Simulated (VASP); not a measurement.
# Ga in VASP: further runs

Ga is run at these levels: PBEsol, r2SCAN; tasks: single point.

All numbers are computed with VASP 6.6.1; they aren't measurements. Logs are shortened: lines on timing, memory, paths and dates and some standing lists are left out, and cuts for length are marked.

### Step 1. The cell of the first run

The structure is monoclinic, space group P2_1/m (No. 11). The conventional cell has a = 2.778 Å, b = 3.282 Å, c = 4.210 Å, α = 90.00°, β = 108.61°, γ = 90.00°. Ga (site symmetry m) has 10 Ga at 2.71 to 3.28 Å within 3.6 Å.

### Step 2. Single point, PBEsol

INCAR

```
SYSTEM = Ga
PREC     = Accurate       ! precision mode
ENCUT    = 520            ! plane-wave cutoff, eV
EDIFF    = 1E-6           ! SCF threshold, eV
ISMEAR   = -1             ! smearing method
SIGMA    = 0.05           ! smearing width, eV
LREAL    = .FALSE.        ! projectors in reciprocal space
LASPH    = .TRUE.         ! aspherical terms in the spheres
NELM     = 80             ! most SCF steps
ALGO     = Fast           ! electronic algorithm
ISIF     = 2              ! what is computed and relaxed
LWAVE    = .FALSE.        ! write WAVECAR
LCHARG   = .FALSE.        ! write CHGCAR
GGA      = PS             ! functional
NBANDS   = 20             ! bands
```

KPOINTS

```
Automatic mesh
0
G
  10 8 7
  0 0 0
```

POSCAR

```
Ga
1.0
    2.7784220849      0.0000000000      0.0000000000
    0.0000000000      3.2816087900      0.0000000000
   -1.3434310986      0.0000000000      3.9902731763
Ga
2
Direct
    0.1345962700      0.7500000000      0.7701668300
    0.8654037300      0.2500000000      0.2298331700
```

Potentials or basis: VASP PAW PBE potentials, release 64 (Ga_d).

The run is started by

```bash
cat potpaw_PBE.64/Ga_d/POTCAR > POTCAR
mpirun -np 1 vasp_std > vasp.out
```

OUTCAR:

```text
SYSTEM = Ga
   PREC = Accurate
   ENCUT = 520
   EDIFF = 1E-6
   ISMEAR = -1
   LREAL = .FALSE.
   LASPH = .TRUE.
   NELM = 80
   ISIF = 2
   GGA = PS

 ion  position               nearest neighbor table
   1  0.135  0.750  0.770-   2 2.71   2 2.71   2 2.81   2 2.81   2 2.84   2 2.84
   2  0.865  0.250  0.230-   1 2.71   1 2.71   1 2.81   1 2.81   1 2.84   1 2.84

  LATTYP: Found a simple monoclinic cell.
 ALAT       =     2.7784220849
 B/A-ratio  =     1.1811052064
 C/A-ratio  =     1.5153762184
 COS(beta)  =    -0.3190778872

  Lattice vectors:

 A1 = (   2.7784220849,   0.0000000000,   0.0000000000)
 A2 = (   0.0000000000,   3.2816087900,   0.0000000000)
 A3 = (  -1.3434310986,   0.0000000000,   3.9902731763)

Analysis of symmetry for initial positions (statically):
=====================================================================
 Subroutine PRICEL returns:
 Original cell was already a primitive cell.

 Routine SETGRP: Setting up the symmetry group for a
 simple monoclinic supercell.

 Subroutine GETGRP returns: Found  4 space group operations
 (whereof  2 operations were pure point group operations)
 out of a pool of  4 trial point group operations.

The static configuration has the point symmetry S_2 .
 The point group associated with its full space group is C_2h.

Analysis of symmetry for dynamics (positions and initial velocities):
=====================================================================
 Subroutine PRICEL returns:
 Original cell was already a primitive cell.

 Routine SETGRP: Setting up the symmetry group for a
 simple monoclinic supercell.

 Subroutine GETGRP returns: Found  4 space group operations
 (whereof  2 operations were pure point group operations)
 out of a pool of  4 trial point group operations.

The dynamic configuration has the point symmetry S_2 .
 The point group associated with its full space group is C_2h.

 Subroutine INISYM returns: Found  4 space group operations
 (whereof  2 operations are pure point group operations),
 and found     1 'primitive' translations

----------------------------------------------------------------------------------------

                                     Primitive cell

  volume of cell :      36.3821

  direct lattice vectors                    reciprocal lattice vectors
     2.778422085  0.000000000  0.000000000     0.359916517  0.000000000  0.121175424
     0.000000000  3.281608790  0.000000000     0.000000000  0.304728584  0.000000000
    -1.343431099  0.000000000  3.990273176     0.000000000  0.000000000  0.250609408

  length of vectors
     2.778422085  3.281608790  4.210354752     0.379767538  0.304728584  0.250609408

  position of ions in fractional coordinates (direct lattice)
     0.134596270  0.750000000  0.770166830
     0.865403730  0.250000000  0.229833170

  ion indices of the primitive-cell ions
   primitive index   ion index
                 1           1
                 2           2

----------------------------------------------------------------------------------------

 KPOINTS: Automatic mesh

Automatic generation of k-mesh.
 Grid dimensions read from file:
 generate k-points for:   10    8    7

 Generating k-lattice:

  Cartesian coordinates                     Fractional coordinates (reciprocal lattice)
     0.035991652  0.000000000  0.012117542     0.100000000  0.000000000 -0.000000000
     0.000000000  0.038091073  0.000000000     0.000000000  0.125000000  0.000000000
     0.000000000  0.000000000  0.035801344     0.000000000  0.000000000  0.142857143

  Length of vectors
     0.037976754  0.038091073  0.035801344

  Shift w.r.t. Gamma in fractional coordinates (k-lattice)
     0.000000000  0.000000000  0.000000000

 Subroutine IBZKPT returns following result:
 ===========================================

 Found    180 irreducible k-points:

 Following reciprocal coordinates:
            Coordinates               Weight
  0.000000  0.000000  0.000000      1.000000
  0.100000  0.000000  0.000000      2.000000
  0.200000  0.000000  0.000000      2.000000
  0.300000  0.000000  0.000000      2.000000
  0.400000  0.000000 -0.000000      2.000000
  0.500000  0.000000  0.000000      1.000000
[... 16 lines left out ...]
  0.400000  0.375000 -0.000000      4.000000
  0.500000  0.375000  0.000000      2.000000
 [... further k-points ...]
   k-points           NKPTS =    180   k-points in BZ     NKDIM =    180   number of bands    NBANDS=     20
   number of dos      NEDOS =    301   number of ions     NIONS =      2
   total plane-waves  NPLWV =  18432
   dimension x,y,z NGX =    24 NGY =   24 NGZ =   32
   dimension x,y,z NGXF=    48 NGYF=   48 NGZF=   64
   ions per type =               2
   NGX,Y,Z   is equivalent  to a cutoff of  14.36, 12.16, 12.64 a.u.
   NGXF,Y,Z  is equivalent  to a cutoff of  28.72, 24.32, 25.27 a.u.
 SYSTEM =  Ga
   PREC   = accura    normal or accurate (medium, high low for compatibility)
   ISTART =      0    job   : 0-new  1-cont  2-samecut
   ICHARG =      2    charge: 1-file 2-atom 10-const
   ISPIN  =      1    spin polarized calculation?
   LNONCOLLINEAR =      F non collinear calculations
   LSORBIT =      F    spin-orbit coupling
   LASPH  =      T    aspherical Exc in radial PAW
   ENCUT  =  520.0 eV  38.22 Ry    6.18 a.u.   5.17  6.10  7.83*2*pi/ulx,y,z
   NELM   =     80;   NELMIN=  2; NELMDL= -5     # of ELM steps
   EDIFF  = 0.1E-05   stopping-criterion for ELM
   LREAL  =      F    real-space projection
   EDIFFG = 0.1E-04   stopping-criterion for IOM
   NSW    =      0    number of steps for IOM
   IBRION =     -1    ionic relax: 0-MD 1-quasi-New 2-CG
   NFREE  =      0    steps in history (QN), initial steepest desc. (CG)
   ISIF   =      2    stress and relaxation
   ISYM   =      2    0-nonsym 1-usesym 2-fastsym
   POTIM  = 0.5000    time-step for ionic-motion
   TEBEG  =    0.0;   TEEND  =   0.0 temperature during run
   PSTRESS=    0.0 pullay stress
   NELECT =      26.0000    total number of electrons
   NUPDOWN=      -1.0000    fix difference up-down
   EMIN   =  10.00;   EMAX   =-10.00  energy-range for DOS
   EFERMI =   0.00;   METHOD = LEGACY
   ISMEAR =    -1;   SIGMA  =   0.05  broadening in eV -4-tet -1-fermi 0-gaus
   EFERMI_NEDOS =   21; number of points for ismear=-14 and -15
   IALGO  =     68    algorithm
   IMIX   =      4    mixing-type and parameters
     AMIX     =   0.40;   BMIX     =  1.00
     AMIX_MAG =   1.60;   BMIX_MAG =  1.00
  volume/ion in A,a.u.               =      18.19       122.76
  Fermi-wavevector in a.u.,A,eV,Ry     =   1.463648  2.765894 29.147302  2.142266
  Thomas-Fermi vector in A             =   2.579718
   LORBIT       =      0    0 simple, 1 ext, 2 COOP (PROOUT), +10 PAW based schemes
   GGA     = PS    functional components
   LHFCALC =     F    Hartree Fock is set to
   AEXX    =    0.0000 exact exchange contribution
   IVDW    =     0    specifies the selected vdW correction
   LEPSILON=     F    determine dielectric tensor
   LRPA    =     F    only Hartree local field effects (RPA)
 non-spin polarized calculation
 RMM-DIIS sequential band-by-band and
  energy-cutoff  :      520.00
  volume of cell :       36.38
 maximum number of plane-waves:      1000
 NGX is ok and might be reduce to    24
   NGX = 11   NGY = 13   NGZ = 15

 number of electron      26.0000010 magnetization

 Free energy of the ion-electron system (eV)
  ---------------------------------------------------
  ext. energy  EPLUGINS =         0.00000000
  ---------------------------------------------------
  free energy    TOTEN  =        -6.69321001 eV

  energy without entropy =       -6.68907029  energy(sigma->0) =       -6.69114015

 E-fermi :   5.6741     XC(G=0): -11.2911

 val. band max:        5.5827358115   @ k =  -0.4000   0.2500   0.2857
 cond. band min:       5.7103328108   @ k =  -0.3000   0.0000   0.1429
 fundamental gap:      0.1275969993
 Fermi energy:         5.6740728880

 k-point     1 :       0.0000    0.0000    0.0000
  band No.  band energies     occupation
      1      -9.4346      2.00000
      2      -9.4243      2.00000
      3      -9.3688      2.00000
      4      -9.3603      2.00000
      5      -9.1003      2.00000
      6      -9.0980      2.00000
[... 12 lines left out ...]
     19      16.7474      0.00000
     20      18.6378      0.00000

 k-point     2 :       0.1000    0.0000    0.0000
  band No.  band energies     occupation
      1      -9.4181      2.00000
      2      -9.4168      2.00000
      3      -9.3541      2.00000
      4      -9.3174      2.00000
      5      -9.1153      2.00000
      6      -9.1139      2.00000
[... 12 lines left out ...]
     19      17.1979      0.00000
     20      20.0619      0.00000

 k-point     3 :       0.2000    0.0000    0.0000
  band No.  band energies     occupation
      1      -9.3982      2.00000
      2      -9.3831      2.00000
      3      -9.3017      2.00000
      4      -9.2310      2.00000
      5      -9.1615      2.00000
      6      -9.1436      2.00000
[... 12 lines left out ...]
     19      17.3965      0.00000
     20      21.1229      0.00000

 k-point     4 :       0.3000    0.0000    0.0000
  band No.  band energies     occupation
      1      -9.3783      2.00000
      2      -9.3499      2.00000
      3      -9.2590      2.00000
      4      -9.2354      2.00000
      5      -9.2209      2.00000
      6      -9.1045      2.00000
[... 12 lines left out ...]
     19      17.6192      0.00000
     20      19.5851      0.00000

 k-point     5 :       0.4000    0.0000   -0.0000
  band No.  band energies     occupation
      1      -9.3654      2.00000
      2      -9.3486      2.00000
      3      -9.2719      2.00000
      4      -9.2625      2.00000
      5      -9.2415      2.00000
      6      -9.1125      2.00000
[... 12 lines left out ...]
     19      16.5718      0.00000
     20      18.2269      0.00000

 k-point     6 :       0.5000    0.0000    0.0000
  band No.  band energies     occupation
      1      -9.3605      2.00000
      2      -9.3598      2.00000
      3      -9.2931      2.00000
      4      -9.2613      2.00000
      5      -9.2395      2.00000
      6      -9.1116      2.00000
[... 12 lines left out ...]
     19      16.3335      0.00000
     20      16.9887      0.00000

 k-point     7 :       0.0000    0.1250    0.0000
  band No.  band energies     occupation
      1      -9.4441      2.00000
      2      -9.4033      2.00000
      3      -9.3611      2.00000
      4      -9.3389      2.00000
      5      -9.1256      2.00000
      6      -9.1239      2.00000
[... 12 lines left out ...]
     19      16.1992      0.00000
     20      18.4424      0.00000
[... 277 lines left out ...]
 k-point    20 :       0.1000    0.3750    0.0000
  band No.  band energies     occupation
      1      -9.4241      2.00000
      2      -9.3617      2.00000
      3      -9.2500      2.00000
      4      -9.2179      2.00000
      5      -9.2049      2.00000
      6      -9.1916      2.00000
[... 12 lines left out ...]
     19      18.5830      0.00000
     20      19.5602      0.00000

 k-point    21 :       0.2000    0.3750    0.0000
  band No.  band energies     occupation
      1      -9.3965      2.00000
      2      -9.3291      2.00000
      3      -9.2508      2.00000
      4      -9.2249      2.00000
      5      -9.2042      2.00000
      6      -9.1654      2.00000
[... 12 lines left out ...]
     19      15.4930      0.00000
     20      17.2428      0.00000

 k-point    22 :       0.3000    0.3750    0.0000
  band No.  band energies     occupation
      1      -9.3975      2.00000
      2      -9.3424      2.00000
      3      -9.2956      2.00000
      4      -9.2289      2.00000
      5      -9.1546      2.00000
      6      -9.1425      2.00000
[... 12 lines left out ...]
     19      13.7050      0.00000
     20      15.8333      0.00000

 k-point    23 :       0.4000    0.3750   -0.0000
  band No.  band energies     occupation
      1      -9.4160      2.00000
      2      -9.3437      2.00000
      3      -9.3389      2.00000
      4      -9.2743      2.00000
      5      -9.1533      2.00000
      6      -9.1004      2.00000
[... 12 lines left out ...]
     19      14.2117      0.00000
     20      17.0501      0.00000

 k-point    24 :       0.5000    0.3750    0.0000
  band No.  band energies     occupation
      1      -9.4238      2.00000
      2      -9.3612      2.00000
      3      -9.3264      2.00000
      4      -9.3078      2.00000
      5      -9.1545      2.00000
      6      -9.0786      2.00000
[... 12 lines left out ...]
     19      16.1885      0.00000
     20      16.8231      0.00000

 [... further k-points ...]
[... 5 lines left out ...]
  --------------------------------------------------------------------------------------
  -------------------------------------------------------------------------------------
  Total        0.0034386     -0.3860631     -0.0460783      0.0000000      0.0000000     -0.0921758
  in kB        0.1514274    -17.0012653     -2.0291741      0.0000000      0.0000000     -4.0591954
  external PRESSURE =      -6.2930040 kB  Pullay stress =       0.0000000 kB

 VOLUME and BASIS-vectors are now :
 -----------------------------------------------------------------------------
  energy-cutoff  :      520.00
  volume of cell :       36.38
      direct lattice vectors                 reciprocal lattice vectors
     2.778422085  0.000000000  0.000000000     0.359916517  0.000000000  0.121175424
     0.000000000  3.281608790  0.000000000     0.000000000  0.304728584  0.000000000
    -1.343431099  0.000000000  3.990273176     0.000000000  0.000000000  0.250609408

 POSITION                                       TOTAL-FORCE (eV/Angst)
 -----------------------------------------------------------------------------------
     -0.66070      2.46121      3.07318        -0.008472      0.000000     -0.070909
      2.09569      0.82040      0.91710         0.008472      0.000000      0.070909
 -----------------------------------------------------------------------------------
    total drift:                               -0.000000     -0.000000      0.000000

  FREE ENERGIE OF THE ION-ELECTRON SYSTEM (eV)
  ---------------------------------------------------
  free  energy   TOTEN  =        -6.6932100083 eV

  energy  without entropy=       -6.6890702858  energy(sigma->0) =       -6.69114015
```

It took 31 s on 1 thread of Intel Xeon 6975P-C (Granite Rapids), shared host; peak memory 0.22 GiB.

What came out:

| Property | Result |
| --- | --- |
| Free energy | -6.6932 eV |
| Pressure | -0.6 GPa |
| Largest force | 0.071 eV/Å |
| Band gap on the k mesh | zero (band 13 reaches 9.87 eV, above the bottom of band 14 at 1.54 eV) |

Forces in eV/Å, atoms in the order of the input:
```
Ga  -0.008  0.000 -0.071
Ga   0.008  0.000  0.071
```

Stress tensor (GPa, compression positive):
```
 0.02  0.00 -0.41
 0.00 -1.70  0.00
-0.41  0.00 -0.20
```

Caveat: the PAW data sets were made with another functional, which shifts forces and pressure a little.

### Step 3. Single point, r2SCAN

POSCAR

```
Ga
1.0
    2.7784220849      0.0000000000      0.0000000000
    0.0000000000      3.2816087900      0.0000000000
   -1.3434310986      0.0000000000      3.9902731763
Ga
2
Direct
    0.1313560000      0.7476030000      0.7672330000
    0.8576800000      0.2572700000      0.2275200000
```

INCAR.step1

```
  ALGO = Normal
  EDIFF = 1E-4
  ENCUT = 520
  GGA = PE
  ISMEAR = -1
  LASPH = True
  LCHARG = False
  LREAL = False
  LWAVE = True
  NBANDS = 20
  NELM = 60
  PREC = Accurate
  SIGMA = 0.1
```

INCAR.step2

```
  ALGO = Normal
  EDIFF = 1E-7
  ENCUT = 520
  ISIF = 2
  ISMEAR = -1
  ISTART = 1
  LASPH = True
  LCHARG = True
  LELF = True
  LMIXTAU = True
  LREAL = False
  LVHAR = True
  LWAVE = False
  METAGGA = R2SCAN
  NBANDS = 20
  NELM = 60
  PREC = Accurate
  SIGMA = 0.1
```

KPOINTS

```
k-points
0
Gamma
  7 6 5
```

Potentials or basis: VASP PAW PBE potentials, release 64 (Ga_d).

The run is started by

```bash
cat potpaw_PBE.64/Ga_d/POTCAR > POTCAR
cp INCAR.step1 INCAR
mpirun -np 1 vasp_std > vasp.out
cp INCAR.step2 INCAR
mpirun -np 1 vasp_std > vasp.out
```

It took 61 s on 1 thread of Intel Xeon 6975P-C (Granite Rapids), shared host; peak memory 0.19 GiB.

Results (log left out):

| Quantity | Value |
| --- | --- |
| Free energy | -22.6886 eV |
| Pressure | 0.0 GPa |
| Largest force | 0.111 eV/Å |
| Band gap on the k mesh | zero (band 13 reaches 9.42 eV, above the bottom of band 14 at 1.71 eV) |

Forces on the atoms (eV/Å):
```
Ga  -0.003  0.046 -0.101
Ga   0.003 -0.046  0.101
```

Stress tensor (GPa, compression positive):
```
 0.31  0.01 -0.65
 0.01  1.54 -0.01
-0.65 -0.01 -1.75
```

Levels at points of the mesh, in eV from the Fermi level:
| k point | band 9 | band 10 | band 11 | band 12 | band 13 | band 14 | band 15 | band 16 | band 17 | band 18 |
| --- | --- | --- | --- | --- | --- | --- | --- | --- | --- | --- |
| (0.00, 0.00, 0.00) | -15.39 | -15.25 | -12.06 | -2.38 | -1.45 | 1.78 | 5.93 | 9.62 | 10.81 | 11.17 |
| (0.00, 0.50, 0.00) | -15.32 | -15.31 | -8.38 | -8.22 | 1.57 | 1.77 | 2.86 | 2.88 | 12.06 | 12.12 |

Caveat: the PAW data sets were made with another functional, which shifts forces and pressure a little.
